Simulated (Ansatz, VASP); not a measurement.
SiC: VASP beside Ansatz

Contents of INCAR:

```
SYSTEM = SiC
ALGO = Normal
EDIFF = 1E-7
ENCUT = 520
GGA = PE
ISIF = 2
ISMEAR = 0
LASPH = .TRUE.
LCHARG = .FALSE.
LREAL = .FALSE.
LWAVE = .FALSE.
NBANDS = 11
NELM = 60
PREC = Accurate
SIGMA = 0.05
```

KPOINTS

```
k-points
0
G
  10 10 10
  0 0 0
```

POSCAR

```
SiC
1.0
    0.0082119903      2.1898640927      2.1898640927
    2.1980760830      0.0000000000      2.1980760830
    2.1898640927      2.1898640927      0.0082119903
Si C
1 1
Direct
    0.0000000000      0.0000000000      0.0000000000
    0.7500000000      0.7500000000      0.7500000000
```

Input for Ansatz:

```yaml
crystal:
  lattice:
    - [0.0082119903, 2.1898640927, 2.1898640927]
    - [2.198076083, 0.0, 2.198076083]
    - [2.1898640927, 2.1898640927, 0.0082119903]
  atoms:
    - { symbol: Si, position: [0.0, 0.0, 0.0] }
    - { symbol: C, position: [0.75, 0.75, 0.75] }
basis:
  ecutwfc: 420
kpoints:
  mp_grid: { grid: [10, 10, 10] }
hamiltonian:
  xc: pbe
scf:
  occupations: { method: gaussian, width: 0.05 }
output:
  forces: true
  stress: true
  eigenvalues: true
```

Change from the starting cell: strain +0.0075 x Voigt [0, 0, 0, 0, 1, 0], atoms carried along.

Alike in both runs: task single point; functional PBE; k mesh 10 × 10 × 10; occupations gaussian, width 0.05 eV; no spin polarisation.

|  | VASP | Ansatz |
| --- | --- | --- |
| version | VASP 6.6.1 | Ansatz 0.2.0 |
| potentials or method | VASP PAW PBE potentials, release 64 (Si, C), cutoff 520 eV | scalar-relativistic, plane waves, PAW |
| valence electrons in the cell | 8 | 8 |

VASP gave:

| Quantity | Value |
| --- | --- |
| gap on the k mesh at the Fermi level (eV) | 1.35 |
| least direct gap on the mesh (eV) | 4.47 |
| pressure (GPa) | 0.0 |
| traceless stress, the component that is largest in VASP (GPa) | -1.98 |
| rms of the force components (eV/Å) | 0.033 |

Question: Estimate Ansatz's values.

Answer: gap on the k mesh at the Fermi level (eV): 1.35; least direct gap on the mesh (eV): 4.47; pressure (GPa): 0.0; traceless stress, the component that is largest in VASP (GPa): -1.97; rms of the force components (eV/Å): 0.033.

Atom by atom the forces differ by 0.000 eV/Å (rms over components).
